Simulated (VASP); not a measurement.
# SrTiO3 in VASP: further runs

SrTiO3 is run at these levels: PBE; tasks: single point.

Program: VASP 6.6.1. These are calculated values, not measurements. Logs are shortened: lines on timing, memory, paths and dates and some standing lists are left out, and cuts for length are marked.

**1. The cell of the first run**

Symmetry: Pmm2, No. 25, orthorhombic system. The conventional cell has a = 3.845 Å, b = 3.982 Å, c = 3.982 Å, α = 90.00°, β = 90.00°, γ = 90.00°. Within 3.6 Å of Sr (site symmetry mm2) lie 12 O at 2.70 to 2.89 Å and 8 Ti at 3.38 to 3.44 Å. Within 2.4 Å of Ti (site symmetry mm2) lie 6 O at 1.83 to 2.15 Å. O (site symmetry mm2) has 2 Ti at 1.83 to 2.15 Å within 2.4 Å. O (site symmetry mm2) has 2 Ti at 2.00 Å within 2.6 Å. Within 2.6 Å of O (site symmetry mm2) lie 2 Ti at 1.93 Å.

**2. Single point, PBE (mode 1 frozen in at -0.096 Å, strain +e along z and -e/2 along x and y -0.0233)**

The input, INCAR:

```
PREC     = Accurate       # precision mode
ENCUT    = 520            # plane-wave cutoff, eV
EDIFF    = 1E-6           # SCF threshold, eV
ISMEAR   = 0              # smearing method
SIGMA    = 0.05           # smearing width, eV
LREAL    = False          # projectors in reciprocal space
LASPH    = True           # aspherical terms in the spheres
NELM     = 60             # most SCF steps
ALGO     = Normal         # electronic algorithm
ISIF     = 2              # what is computed and relaxed
LWAVE    = False          # write WAVECAR
LCHARG   = False          # write CHGCAR
GGA      = PE             # functional
NBANDS   = 28             # bands
```

The input, KPOINTS:

```
regular mesh
0
Gamma
  8 8 8
```

The input, POSCAR:

```
SrTiO3
1.0
    3.9822686081      0.0000000000      0.0000000000
    0.0000000000      3.9822686081      0.0000000000
    0.0000000000      0.0000000000      3.8446910982
Sr Ti O
1 1 3
Direct
    0.0034176272      0.0000000000      0.0000000000
    0.5161346144      0.5000000000      0.5000000000
   -0.0243877070      0.5000000000      0.5000000000
    0.4786990076      0.0000000000      0.5000000000
    0.4786990076      0.5000000000      0.0000000000
```

Potentials or basis: VASP PAW PBE potentials, release 64 (Sr_sv, Ti_sv, O).

Run with:

```bash
> cat potpaw_PBE.64/Sr_sv/POTCAR potpaw_PBE.64/Ti_sv/POTCAR potpaw_PBE.64/O/POTCAR > POTCAR
> mpirun -np 1 vasp_std > vasp.out
```

OUTCAR:

```text
PREC = Accurate
   ENCUT = 520
   EDIFF = 1E-6
   ISMEAR = 0
   LREAL = False
   LASPH = True
   NELM = 60
   ISIF = 2
   GGA = PE

 ion  position               nearest neighbor table
   1  0.003  0.000  0.000-   4 2.70   4 2.70   5 2.75   5 2.75   3 2.77   3 2.77   3 2.77   3 2.77
                             4 2.84   4 2.84   5 2.89   5 2.89   2 3.38   2 3.38   2 3.38   2 3.38
   2  0.516  0.500  0.500-   3 1.83   5 1.93   5 1.93   4 2.00   4 2.00   3 2.15   1 3.38   1 3.38
                             1 3.38   1 3.38   1 3.44   1 3.44   1 3.44   1 3.44
   3  0.976  0.500  0.500-   2 1.83   2 2.15   1 2.77   1 2.77   1 2.77   1 2.77
   4  0.479  0.000  0.500-   2 2.00   2 2.00   1 2.70   1 2.70   1 2.84   1 2.84
   5  0.479  0.500  0.000-   2 1.93   2 1.93   1 2.75   1 2.75   1 2.89   1 2.89

  LATTYP: Found a simple tetragonal cell.
 ALAT       =     3.9822686081
 C/A-ratio  =     0.9654524786

  Lattice vectors:

 A1 = (   3.9822686081,   0.0000000000,   0.0000000000)
 A2 = (   0.0000000000,   3.9822686081,   0.0000000000)
 A3 = (   0.0000000000,   0.0000000000,   3.8446910982)

Analysis of symmetry for initial positions (statically):
=====================================================================
 Subroutine PRICEL returns:
 Original cell was already a primitive cell.

 Routine SETGRP: Setting up the symmetry group for a
 simple tetragonal supercell.

 Subroutine GETGRP returns: Found  4 space group operations
 (whereof  4 operations were pure point group operations)
 out of a pool of 16 trial point group operations.

The static configuration has the point symmetry C_2v.

Analysis of symmetry for dynamics (positions and initial velocities):
=====================================================================
 Subroutine PRICEL returns:
 Original cell was already a primitive cell.

 Routine SETGRP: Setting up the symmetry group for a
 simple tetragonal supercell.

 Subroutine GETGRP returns: Found  4 space group operations
 (whereof  4 operations were pure point group operations)
 out of a pool of 16 trial point group operations.

The dynamic configuration has the point symmetry C_2v.

 Subroutine INISYM returns: Found  4 space group operations
 (whereof  4 operations are pure point group operations),
 and found     1 'primitive' translations

----------------------------------------------------------------------------------------

                                     Primitive cell

  volume of cell :      60.9709

  direct lattice vectors                    reciprocal lattice vectors
     3.982268608  0.000000000  0.000000000     0.251113146  0.000000000  0.000000000
     0.000000000  3.982268608  0.000000000     0.000000000  0.251113146  0.000000000
     0.000000000  0.000000000  3.844691098     0.000000000  0.000000000  0.260098919

  length of vectors
     3.982268608  3.982268608  3.844691098     0.251113146  0.251113146  0.260098919

  position of ions in fractional coordinates (direct lattice)
     0.003417627  0.000000000  0.000000000
     0.516134614  0.500000000  0.500000000
     0.975612293  0.500000000  0.500000000
     0.478699008  0.000000000  0.500000000
     0.478699008  0.500000000  0.000000000

  ion indices of the primitive-cell ions
   primitive index   ion index
                 1           1
                 2           2
                 3           3
                 4           4
                 5           5

----------------------------------------------------------------------------------------

 KPOINTS: regular mesh

Automatic generation of k-mesh.
 Grid dimensions read from file:
 generate k-points for:    8    8    8

 Generating k-lattice:

  Cartesian coordinates                     Fractional coordinates (reciprocal lattice)
     0.031389143  0.000000000  0.000000000     0.125000000  0.000000000  0.000000000
     0.000000000  0.031389143  0.000000000     0.000000000  0.125000000  0.000000000
     0.000000000  0.000000000  0.032512365     0.000000000  0.000000000  0.125000000

  Length of vectors
     0.031389143  0.031389143  0.032512365

  Shift w.r.t. Gamma in fractional coordinates (k-lattice)
     0.000000000  0.000000000  0.000000000

 Subroutine IBZKPT returns following result:
 ===========================================

 Found    125 irreducible k-points:

 Following reciprocal coordinates:
            Coordinates               Weight
  0.000000  0.000000  0.000000      1.000000
  0.125000  0.000000  0.000000      2.000000
  0.000000  0.125000  0.000000      2.000000
  0.250000  0.000000  0.000000      2.000000
  0.000000  0.250000  0.000000      2.000000
  0.375000  0.000000  0.000000      2.000000
[... 16 lines left out ...]
  0.500000  0.375000  0.000000      2.000000
 -0.375000  0.500000  0.000000      2.000000
 [... further k-points ...]
   k-points           NKPTS =    125   k-points in BZ     NKDIM =    125   number of bands    NBANDS=     28
   number of dos      NEDOS =    301   number of ions     NIONS =      5
   total plane-waves  NPLWV =  27000
   dimension x,y,z NGX =    30 NGY =   30 NGZ =   30
   dimension x,y,z NGXF=    60 NGYF=   60 NGZF=   60
   ions per type =               1   1   3
   NGX,Y,Z   is equivalent  to a cutoff of  12.52, 12.52, 12.97 a.u.
   NGXF,Y,Z  is equivalent  to a cutoff of  25.05, 25.05, 25.94 a.u.
 SYSTEM =  unknown system
   PREC   = accura    normal or accurate (medium, high low for compatibility)
   ISTART =      0    job   : 0-new  1-cont  2-samecut
   ICHARG =      2    charge: 1-file 2-atom 10-const
   ISPIN  =      1    spin polarized calculation?
   LNONCOLLINEAR =      F non collinear calculations
   LSORBIT =      F    spin-orbit coupling
   LASPH  =      T    aspherical Exc in radial PAW
   ENCUT  =  520.0 eV  38.22 Ry    6.18 a.u.   7.40  7.40  7.15*2*pi/ulx,y,z
   NELM   =     60;   NELMIN=  2; NELMDL= -5     # of ELM steps
   EDIFF  = 0.1E-05   stopping-criterion for ELM
   LREAL  =      F    real-space projection
   EDIFFG = 0.1E-04   stopping-criterion for IOM
   NSW    =      0    number of steps for IOM
   IBRION =     -1    ionic relax: 0-MD 1-quasi-New 2-CG
   NFREE  =      0    steps in history (QN), initial steepest desc. (CG)
   ISIF   =      2    stress and relaxation
   ISYM   =      2    0-nonsym 1-usesym 2-fastsym
   POTIM  = 0.5000    time-step for ionic-motion
   TEBEG  =    0.0;   TEEND  =   0.0 temperature during run
   PSTRESS=    0.0 pullay stress
   NELECT =      40.0000    total number of electrons
   NUPDOWN=      -1.0000    fix difference up-down
   EMIN   =  10.00;   EMAX   =-10.00  energy-range for DOS
   EFERMI =   0.00;   METHOD = LEGACY
   ISMEAR =     0;   SIGMA  =   0.05  broadening in eV -4-tet -1-fermi 0-gaus
   EFERMI_NEDOS =   21; number of points for ismear=-14 and -15
   IALGO  =     38    algorithm
   IMIX   =      4    mixing-type and parameters
     AMIX     =   0.40;   BMIX     =  1.00
     AMIX_MAG =   1.60;   BMIX_MAG =  1.00
  volume/ion in A,a.u.               =      12.19        82.29
  Fermi-wavevector in a.u.,A,eV,Ry     =   1.422506  2.688146 27.531690  2.023522
  Thomas-Fermi vector in A             =   2.543202
   LORBIT       =      0    0 simple, 1 ext, 2 COOP (PROOUT), +10 PAW based schemes
   GGA     = PE    functional components
   LHFCALC =     F    Hartree Fock is set to
   AEXX    =    0.0000 exact exchange contribution
   IVDW    =     0    specifies the selected vdW correction
   LEPSILON=     F    determine dielectric tensor
   LRPA    =     F    only Hartree local field effects (RPA)
 non-spin polarized calculation
 Gauss-broadening in eV      SIGMA  =   0.05
  energy-cutoff  :      520.00
  volume of cell :       60.97
 maximum number of plane-waves:      1679
 NGX is ok and might be reduce to    30
   NGX = 15   NGY = 15   NGZ = 15

 number of electron      39.9999999 magnetization

 Free energy of the ion-electron system (eV)
  ---------------------------------------------------
  ext. energy  EPLUGINS =         0.00000000
  ---------------------------------------------------
  free energy    TOTEN  =       -40.07291810 eV

  energy without entropy =      -40.07291810  energy(sigma->0) =      -40.07291810

 E-fermi :   4.4166     XC(G=0): -11.1368

 val. band max:        4.0436466983   @ k =   0.5000   0.5000   0.5000
 cond. band min:       5.9229432179   @ k =   0.0000   0.0000   0.0000
 fundamental gap:      1.8792965196
 Fermi energy:         4.4165934628

 k-point     1 :       0.0000    0.0000    0.0000
  band No.  band energies     occupation
      1     -52.4337      2.00000
      2     -28.9049      2.00000
      3     -28.7307      2.00000
      4     -28.6831      2.00000
      5     -28.6575      2.00000
      6     -13.3878      2.00000
[... 20 lines left out ...]
     27       9.5158      0.00000
     28       9.9523      0.00000

 k-point     2 :       0.1250    0.0000    0.0000
  band No.  band energies     occupation
      1     -52.4335      2.00000
      2     -28.9117      2.00000
      3     -28.7293      2.00000
      4     -28.6828      2.00000
      5     -28.6571      2.00000
      6     -13.3914      2.00000
[... 20 lines left out ...]
     27       9.7483      0.00000
     28      10.3177      0.00000

 k-point     3 :       0.0000    0.1250    0.0000
  band No.  band energies     occupation
      1     -52.4335      2.00000
      2     -28.9085      2.00000
      3     -28.7307      2.00000
      4     -28.6828      2.00000
      5     -28.6588      2.00000
      6     -13.4113      2.00000
[... 20 lines left out ...]
     27       9.7493      0.00000
     28      10.2890      0.00000

 k-point     4 :       0.2500    0.0000    0.0000
  band No.  band energies     occupation
      1     -52.4331      2.00000
      2     -28.9286      2.00000
      3     -28.7256      2.00000
      4     -28.6820      2.00000
      5     -28.6563      2.00000
      6     -13.4418      2.00000
[... 578 lines left out ...]
     27      11.9189      0.00000
     28      12.8442      0.00000

 k-point    23 :       0.5000    0.3750    0.0000
  band No.  band energies     occupation
      1     -52.4316      2.00000
      2     -28.8888      2.00000
      3     -28.7703      2.00000
      4     -28.7022      2.00000
      5     -28.6791      2.00000
      6     -13.0449      2.00000
[... 20 lines left out ...]
     27      11.8316      0.00000
     28      13.1580      0.00000

 k-point    24 :      -0.3750    0.5000    0.0000
  band No.  band energies     occupation
      1     -52.4316      2.00000
      2     -28.8819      2.00000
      3     -28.7780      2.00000
      4     -28.7013      2.00000
      5     -28.6791      2.00000
      6     -13.0849      2.00000
[... 20 lines left out ...]
     27      11.8061      0.00000
     28      13.2398      0.00000

 [... further k-points ...]
[... 5 lines left out ...]
  --------------------------------------------------------------------------------------
  -------------------------------------------------------------------------------------
  Total        1.0216959     -0.5302621      2.4498015      0.0000000      0.0000000      0.0000000
  in kB       26.8478610    -13.9340908     64.3752501      0.0000000      0.0000000      0.0000000
  external PRESSURE =      25.7630067 kB  Pullay stress =       0.0000000 kB

 VOLUME and BASIS-vectors are now :
 -----------------------------------------------------------------------------
  energy-cutoff  :      520.00
  volume of cell :       60.97
      direct lattice vectors                 reciprocal lattice vectors
     3.982268608  0.000000000  0.000000000     0.251113146  0.000000000  0.000000000
     0.000000000  3.982268608  0.000000000     0.000000000  0.251113146  0.000000000
     0.000000000  0.000000000  3.844691098     0.000000000  0.000000000  0.260098919

 POSITION                                       TOTAL-FORCE (eV/Angst)
 -----------------------------------------------------------------------------------
      0.01361      0.00000      0.00000         0.109365      0.000000      0.000000
      2.05539      1.99113      1.92235        -0.337299      0.000000      0.000000
      3.88515      1.99113      1.92235         0.306556      0.000000      0.000000
      1.90631      0.00000      1.92235         0.042781      0.000000      0.000000
      1.90631      1.99113      0.00000        -0.121403      0.000000      0.000000
 -----------------------------------------------------------------------------------
    total drift:                                0.000047      0.000000     -0.000001

  FREE ENERGIE OF THE ION-ELECTRON SYSTEM (eV)
  ---------------------------------------------------
  free  energy   TOTEN  =       -40.0729181039 eV

  energy  without entropy=      -40.0729181039  energy(sigma->0) =      -40.07291810
```

It took 2.7 min on 1 thread of Intel Xeon Platinum 8488C (Sapphire Rapids), shared host; peak memory 0.32 GiB.

Results:

```yaml
Free_energy: -40.0729 eV
Pressure: 2.6 GPa
Largest_force: 0.337 eV/Å
Band_gap_on_the_k_mesh: 1.88 eV, indirect (least direct gap 2.46 eV)
```

Forces on the atoms (eV/Å):
```
Sr   0.109  0.000  0.000
Ti  -0.337  0.000  0.000
O    0.307  0.000  0.000
O    0.043  0.000  0.000
O   -0.121  0.000  0.000
```

Caveat: the cell differs from its parent crystal (mode 1 frozen in at -0.096 Å, strain +e along z and -e/2 along x and y -0.0233). A k mesh can miss the band edges.

**3. Single point, PBE (mode 1 frozen in at -0.019 Å, strain +e along z and -e/2 along x and y +0.0000)**

The input, INCAR:

```
  PREC = Accurate
  ENCUT = 520
  EDIFF = 1E-7
  ISMEAR = 0
  SIGMA = 0.05
  LREAL = F
  LASPH = T
  NELM = 60
  ALGO = Normal
  ISIF = 2
  LWAVE = F
  LCHARG = F
  GGA = PE
  NBANDS = 28
```

The input, KPOINTS:

```
Automatic mesh
0
Gamma
  8 8 8
```

The input, POSCAR:

```
SrTiO3
1.0
    3.9364094381      0.0000000000      0.0000000000
    0.0000000000      3.9364094381      0.0000000000
    0.0000000000      0.0000000000      3.9364094381
Sr Ti O
1 1 3
Direct
    0.0006835254      0.0000000000      0.0000000000
    0.5032269229      0.5000000000      0.5000000000
   -0.0048775414      0.5000000000      0.5000000000
    0.4957398015      0.0000000000      0.5000000000
    0.4957398015      0.5000000000      0.0000000000
```

Potentials or basis: VASP PAW PBE potentials, release 64 (Sr_sv, Ti_sv, O).

Run with:

```bash
> cat potpaw_PBE.64/Sr_sv/POTCAR potpaw_PBE.64/Ti_sv/POTCAR potpaw_PBE.64/O/POTCAR > POTCAR
> mpirun -np 1 vasp_std > vasp.out
```

Wall time 2.7 min (1 thread of AMD EPYC 7R43 (Zen 3), shared host); peak memory 0.22 GiB.

Results (log left out):

| Property | Result |
| --- | --- |
| Free energy | -40.1039 eV |
| Pressure | 0.7 GPa |
| Largest force | 0.026 eV/Å |
| Band gap on the k mesh | 1.81 eV, indirect (least direct gap 2.20 eV) |

Forces on the atoms (eV/Å):
```
Sr   0.016  0.000  0.000
Ti   0.026  0.000  0.000
O   -0.004  0.000  0.000
O   -0.019  0.000  0.000
O   -0.019  0.000  0.000
```

Stress tensor (GPa, compression positive):
```
0.79 0.00 0.00
0.00 0.62 0.00
0.00 0.00 0.62
```

Levels at points of the mesh, in eV from the valence-band top:
| k point | band 16 | band 17 | band 18 | band 19 | band 20 | band 21 | band 22 | band 23 | band 24 | band 25 |
| --- | --- | --- | --- | --- | --- | --- | --- | --- | --- | --- |
| (0.00, 0.00, 0.00) | -1.14 | -1.13 | -0.38 | -0.38 | -0.38 | 1.81 | 1.83 | 1.83 | 4.14 | 4.15 |
| (0.50, 0.00, 0.00) | -2.30 | -2.30 | -1.92 | -0.73 | -0.73 | 1.97 | 3.67 | 3.67 | 4.15 | 6.29 |
| (0.00, 0.50, 0.00) | -2.29 | -2.28 | -1.92 | -0.75 | -0.74 | 1.99 | 3.66 | 3.66 | 4.16 | 6.27 |
| (0.50, 0.50, 0.00) | -2.77 | -1.74 | -1.54 | -1.54 | -0.10 | 3.66 | 3.67 | 4.11 | 5.08 | 7.77 |
| (0.00, 0.50, 0.50) | -2.77 | -1.74 | -1.55 | -1.55 | -0.09 | 3.67 | 3.67 | 4.11 | 5.08 | 7.77 |
| (0.50, 0.50, 0.50) | -3.67 | -3.67 | -0.01 | -0.01 | 0.00 | 4.31 | 4.31 | 4.31 | 6.84 | 6.85 |

Caveat: the cell differs from its parent crystal (mode 1 frozen in at -0.019 Å, strain +e along z and -e/2 along x and y +0.0000).
